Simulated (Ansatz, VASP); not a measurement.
## One calculation of AlCo, two programs

INCAR

```
  PREC = Accurate
  ENCUT = 520
  EDIFF = 1E-6
  ISMEAR = 0
  SIGMA = 0.15
  LREAL = F
  LASPH = T
  NELM = 150
  ALGO = Fast
  ISIF = 2
  LWAVE = F
  LCHARG = F
  ISPIN = 2
  MAGMOM = -0.01 0.16
  LORBIT = 11
  LMAXMIX = 4
  GGA = PE
  NBANDS = 17
```

KPOINTS

```
Automatic mesh
0
Gamma
  18 18 18
```

POSCAR

```
AlCo
1.0
    2.8970691823     -0.4457029511     -0.4457029511
   -0.4457029511      2.8970691823     -0.4457029511
   -0.4457029511     -0.4457029511      2.8970691823
Al Co
1 1
Direct
    0.0000000000      0.0000000000      0.0000000000
    0.5000000000      0.5000000000      0.5000000000
```

Input for Ansatz:

```yaml
crystal:
  lattice:
    - [2.8970691823, -0.4457029511, -0.4457029511]
    - [-0.4457029511, 2.8970691823, -0.4457029511]
    - [-0.4457029511, -0.4457029511, 2.8970691823]
  atoms:
    - { symbol: Al, position: [0.0, 0.0, 0.0], spin: -0.01 }
    - { symbol: Co, position: [0.5, 0.5, 0.5], spin: 0.16 }
basis:
  ecutwfc: 420
kpoints:
  mp_grid: { grid: [18, 18, 18] }
hamiltonian:
  xc: pbe
scf:
  occupations: { method: gaussian, width: 0.15 }
output:
  forces: true
  stress: true
  eigenvalues: true
  populations: true
magnetization:
  spin_polarized: true
```

Alike in both runs: task single point; functional PBE; k mesh 18 × 18 × 18; occupations gaussian, width 0.15 eV; collinear spin.

|  | VASP | Ansatz |
| --- | --- | --- |
| version | VASP 6.6.1 | Ansatz 0.2.0 |
| potentials or method | VASP PAW PBE potentials, release 64 (Al, Co), cutoff 520 eV | scalar-relativistic, plane waves, PAW |
| valence electrons in the cell | 12 | 20 |

|  | VASP | Ansatz | Ansatz less VASP |
| --- | --- | --- | --- |
| gap on the k mesh at the Fermi level (eV) | none | none | - |
| net moment per atom (μB) | 0.00 | 0.00 | 0.000 |

A gap of «none» marks a metal or a gap that the smearing closes. VASP's potentials hold 12 valence electrons a cell and Ansatz's 20, so a difference there can come from the potentials and not from the codes. Ansatz's warnings: seeded moment not kept.
